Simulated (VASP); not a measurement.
# CdTe (Cmcm) in VASP: notebook, part 2 of 2

VASP 6.6.1.

**4. Electric field gradients, PBEsol (27.15 Å³/atom)**

This run uses another cell than the first one, of 27.15 Å³/atom.

Contents of INCAR:

```
SYSTEM = CdTe
PREC = Accurate
ENCUT = 520
EDIFF = 1E-8
ISMEAR = -1
SIGMA = 0.05
LREAL = .FALSE.
LASPH = .TRUE.
NELM = 60
ALGO = Normal
ISIF = 2
LWAVE = .FALSE.
LCHARG = .FALSE.
GGA = PS
LEFG = .TRUE.
NBANDS = 26
```

Contents of KPOINTS:

```
regular mesh
0
G
  9 9 6
  0 0 0
```

Contents of POSCAR:

```
CdTe
1.0
    3.0027164828     -3.0314359883      0.0000000000
    3.0027164828      3.0314359883      0.0000000000
    0.0000000000      0.0000000000      5.9663180922
Cd Te
2 2
Direct
    0.2770300000      0.7229700000      0.7500000000
    0.7229700000      0.2770300000      0.2500000000
    0.7661370000      0.2338630000      0.7500000000
    0.2338630000      0.7661370000      0.2500000000
```

Potentials or basis: VASP PAW PBE potentials, release 64 (Cd, Te).

Started as:

```console
> cat potpaw_PBE.64/Cd/POTCAR potpaw_PBE.64/Te/POTCAR > POTCAR
> mpirun -np 1 vasp_std > vasp.out
```

OUTCAR:

```text
SYSTEM = CdTe
   PREC = Accurate
   ENCUT = 520
   EDIFF = 1E-8
   ISMEAR = -1
   LREAL = .FALSE.
   LASPH = .TRUE.
   NELM = 60
   ISIF = 2
   GGA = PS

 ion  position               nearest neighbor table
   1  0.277  0.723  0.750-   3 2.97   4 2.99   4 2.99   3 3.00   3 3.00   3 3.10
   2  0.723  0.277  0.250-   4 2.97   3 2.99   3 2.99   4 3.00   4 3.00   4 3.10
   3  0.766  0.234  0.750-   1 2.97   2 2.99   2 2.99   1 3.00   1 3.00   1 3.10
   4  0.234  0.766  0.250-   2 2.97   1 2.99   1 2.99   2 3.00   2 3.00   2 3.10

  LATTYP: Found a base centered orthorhombic cell.
 ALAT       =     6.0054329656
 B/A-ratio  =     1.0095645079
 C/A-ratio  =     0.9934867521

  Lattice vectors:

 A1 = (   3.0027164828,  -3.0314359883,   0.0000000000)
 A2 = (   3.0027164828,   3.0314359883,   0.0000000000)
 A3 = (   0.0000000000,   0.0000000000,   5.9663180922)

Analysis of symmetry for initial positions (statically):
=====================================================================
 Subroutine PRICEL returns:
 Original cell was already a primitive cell.
[... 901 lines left out ...]
      3.00272      1.35184      4.47474         0.000000      0.069158      0.000000
      3.00272     -1.35184      1.49158         0.000000     -0.069158      0.000000
      3.00272     -1.61355      4.47474         0.000000     -0.012896     -0.000000
      3.00272      1.61355      1.49158         0.000000      0.012896     -0.000000
 -----------------------------------------------------------------------------------
    total drift:                                0.000000      0.000000      0.000000

  FREE ENERGIE OF THE ION-ELECTRON SYSTEM (eV)
  ---------------------------------------------------
  free  energy   TOTEN  =       -10.4822656952 eV

  energy  without entropy=      -10.4656619213  energy(sigma->0) =      -10.47396381

 Electric field gradients (V/A^2)
---------------------------------------------------------------------
 ion       V_xx      V_yy      V_zz      V_xy      V_xz      V_yz
---------------------------------------------------------------------
   1      -0.311     5.586    -5.276     0.000    -0.000     0.000
   2      -0.311     5.586    -5.276     0.000    -0.000     0.000
   3       8.733    -7.205    -1.527     0.000    -0.000     0.000
   4       8.733    -7.205    -1.527    -0.000    -0.000     0.000
---------------------------------------------------------------------

 Electric field gradients after diagonalization (V/A^2)
 (convention: |V_zz| > |V_xx| > |V_yy|)
----------------------------------------------------------------------
 ion       V_xx      V_yy      V_zz     asymmetry (V_yy - V_xx)/ V_zz
----------------------------------------------------------------------
   1      -5.276    -0.311     5.586       0.889
   2      -5.276    -0.311     5.586       0.889
   3      -7.205    -1.527     8.733       0.650
   4      -7.205    -1.527     8.733       0.650
----------------------------------------------------------------------

           NMR quadrupolar parameters

 Cq : quadrupolar parameter    Cq=e*Q*V_zz/h
 eta: asymmetry parameters     (V_yy - V_xx)/ V_zz
 Q  : nuclear electric quadrupole moment in mb (millibarn)
----------------------------------------------------------------------
 ion       Cq(MHz)       eta       Q (mb)
----------------------------------------------------------------------
   1       0.014       0.889       1.000
   2       0.014       0.889       1.000
   3       0.021       0.650       1.000
   4       0.021       0.650       1.000
----------------------------------------------------------------------
```

stdout:

```text
POSCAR found type information on POSCAR CdTe
 POSCAR found :  2 types and       4 ions
 scaLAPACK will be used
 -----------------------------------------------------------------------------
|                                                                             |
|                                                                             |
|     You enforced a specific xc type in the INCAR file but a different       |
|     I HOPE YOU KNOW WHAT YOU ARE DOING!                                     |
|                                                                             |
 -----------------------------------------------------------------------------

 LDA part: xc-table for (Slater+PW92), standard interpolation
 POSCAR, INCAR and KPOINTS ok, starting setup
 FFT: planning ... GRIDC
 FFT: planning ... GRID_SOFT
 FFT: planning ... GRID
 WAVECAR not read
 entering main loop
ion   1

ion   2

ion   3

ion   4
```

It took 91 s on 1 thread of Intel Xeon 6975P-C (Granite Rapids), shared host; peak memory 0.38 GiB.

Results:

```yaml
Free_energy: -10.4823 eV
Pressure: -0.1 GPa
Largest_force: 0.069 eV/Å
Band_gap_on_the_k_mesh: zero (bands 18 and 19 overlap by 1.30 eV)
Largest_electric_field_gradient_by_atom: Cd +5.6; Te +8.7 V/Å²
```

Forces in eV/Å, atoms in the order of the input:
```
Cd   0.000  0.069  0.000
Cd   0.000 -0.069  0.000
Te   0.000 -0.013  0.000
Te   0.000  0.013  0.000
```

Levels at points of the mesh, in eV from the Fermi level:
| k point | band 16 | band 17 | band 18 | band 19 | band 20 | band 21 |
| --- | --- | --- | --- | --- | --- | --- |
| (0.00, 0.00, 0.00) | -1.38 | -0.51 | -0.46 | -0.39 | 0.49 | 4.09 |
| (0.00, 0.00, 0.50) | -1.44 | -1.39 | -1.39 | 1.64 | 1.64 | 4.92 |

Electric field gradients, principal values (V/Å²):
```csv
atom,least,middle,greatest (by size)
1 Cd,-0.311,-5.276,5.586
2 Cd,-0.311,-5.276,5.586
3 Te,-1.527,-7.205,8.733
4 Te,-1.527,-7.205,8.733
```

Caveat: without QUAD_EFG the Cq values of the log hold for a quadrupole moment of 1 mb, not for the nuclei; the PAW data sets were made with another functional, which shifts forces and pressure a little; spin-orbit coupling is left out, which moves the levels of the heavy elements.

**5. The runs side by side**

```tsv
cell	gap on the mesh (eV)	pressure (GPa)	largest force (eV/Å)
a = 4.370, b = 4.370, c = 6.111 Å, angles 90.0, 90.0, 90.5°, 4 atoms	none	-3.4	0.06
a = 4.413, b = 4.413, c = 6.171 Å, angles 90.0, 90.0, 90.5°, 4 atoms	none	-4.5	0.09
a = 4.267, b = 4.267, c = 5.966 Å, angles 90.0, 90.0, 90.5°, 4 atoms	none	-0.1	0.07
```

Alike in all rows: task electric field gradients; level PBEsol; potentials or basis VASP PAW PBE potentials, release 64 (Cd, Te); no spin polarisation; k mesh 9 × 9 × 6; cutoff (eV) 520; smearing fermi-dirac 0.05 eV.

Caveats: the PAW data sets were made with another functional, which shifts forces and pressure a little; spin-orbit coupling is left out, which moves the levels of the heavy elements; the cell stands under tension (at least some runs).

Total energies depend on the potentials used, so only differences within one code and one set of settings carry meaning.
